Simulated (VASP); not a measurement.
# BN: single point with PBEsol

BN:

```
CELL_PARAMETERS angstrom
2.58150 0.00000 0.00000
-1.29075 2.23564 0.00000
0.00000 0.00000 7.25244
ATOMIC_POSITIONS crystal
B 0.33333 0.66667 0.25000
B 0.66667 0.33333 0.75000
N 0.33333 0.66667 0.75000
N 0.66667 0.33333 0.25000
```

This cell differs from its parent crystal: volume 10.464 Å^3 an atom, c/a of the conventional cell 2.8094.

```json
{"Program": "VASP 6.6.1", "Task": "single point", "Functional": "PBEsol", "Potentials or basis": "VASP PAW PBE potentials, release 64 (B, N)", "Cutoff": "520 eV", "k mesh": "12 × 12 × 4", "Occupations": "gaussian, width 0.05 eV", "Spin": "no spin polarisation"}
```

| Item | Value |
| --- | --- |
| Pressure | -17.5 GPa |
| Band gap on the k mesh | 4.15 eV, indirect (least direct gap 4.38 eV) |

Stress tensor (GPa, compression positive):
```
-26.01   0.00   0.00
  0.00 -26.01   0.00
  0.00   0.00  -0.40
```

Levels at points of the mesh, in eV from the valence-band top:
```csv
k point,band 4,band 5,band 6,band 7,band 8,band 9,band 10,band 11,band 12,band 13
"(0.00, 0.00, 0.00)",-4.07,-1.41,-1.41,-1.39,-1.39,4.63,8.96,10.30,10.79,10.79
"(0.50, 0.00, 0.00)",-8.52,-3.99,-3.96,-1.17,-0.52,4.15,5.08,8.59,8.97,11.85
"(0.00, 0.00, 0.50)",-4.86,-1.40,-1.40,-1.40,-1.40,6.49,6.49,10.82,10.82,10.82
"(0.50, 0.00, 0.50)",-8.54,-3.98,-3.98,-0.84,-0.84,4.50,4.50,8.88,8.88,12.53
```

Wall time 34 s on 1 thread of AMD EPYC 7R13 Processor (Zen 3) (shared host), peak memory 0.14 GiB.

Caveat: the PAW data sets were made with another functional, which shifts forces and pressure a little; this functional lacks dispersion, which binds the layers, so the pressure and a relaxed spacing across them are unreliable. A k mesh can miss the band edges.
